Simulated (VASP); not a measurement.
AlRu, 2 atoms in the cell. It takes space group Pm-3m (No. 221, cubic). The conventional cell has a = 2.943 Å, b = 2.943 Å, c = 2.943 Å, α = 90.00°, β = 90.00°, γ = 90.00°. Al (site symmetry m-3m) has 8 Ru at 2.55 Å and 6 Al at 2.94 Å within 3.4 Å. Ru (site symmetry m-3m) has 8 Al at 2.55 Å and 6 Ru at 2.94 Å within 3.4 Å.  This cell differs from its parent crystal: volume scaled by 0.94.

```yaml
Program: VASP 6.6.1
Task: single point
Functional: PBE
Potentials_or_basis: VASP PAW PBE potentials, release 64 (Al, Ru_pv)
Cutoff: 520 eV
k_mesh: 14 × 14 × 14
Occupations: gaussian, width 0.1 eV
Spin: no spin polarisation
Dipole_correction: no
Further_INCAR_settings: ALGO = Fast; EDIFF = 1e-07; NBANDS = 16
```

Potentials or basis: VASP PAW PBE potentials, release 64 (Al, Ru_pv).

Launch:

```sh
$ cat potpaw_PBE.64/Al/POTCAR potpaw_PBE.64/Ru_pv/POTCAR > POTCAR
$ mpirun -np 1 vasp_std > vasp.out
```

Hardware: 1 thread of Intel Xeon 8259CL, with other jobs on the host.

Problem. How long does it take, and how much memory?

Solution. It took 45 s on 1 thread of Intel Xeon 8259CL (shared host), peak memory 0.17 GiB. Counts: scf iterations 14, k points 120.
